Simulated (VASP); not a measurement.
Runs of VASP 6.6.1 on Sb. The structure is that of space group P4/mmm (No. 123), or close to it. The cells are those of the table. 

| cell | gap on the mesh (eV) | pressure (GPa) |
| --- | --- | --- |
| a = 3.034, b = 3.034, c = 3.286 Å, 1 atom | none | -0.8 |
| a = 3.286, b = 3.286, c = 3.034 Å, 1 atom | none | -4.6 |
| a = 3.286, b = 3.286, c = 2.907 Å, 1 atom | none | -1.8 |
| a = 3.034, b = 3.034, c = 3.413 Å, 1 atom | none | (a) |

Alike in all rows: task single point; level r2SCAN; potentials or basis VASP PAW PBE potentials, release 64 (Sb); no spin polarisation; k mesh 16 × 16 × 16; cutoff (eV) 520; smearing gaussian 0.15 eV.

Fill in the values left out.

(a) -2.1.

Caveats: the PAW data sets were made with another functional, which shifts forces and pressure a little; spin-orbit coupling is left out, which moves the levels of the heavy elements.

A k mesh can miss the band edges, and the runs leave out spin-orbit coupling on Sb.

A gap of «none» marks levels without a gap at the run's occupations.
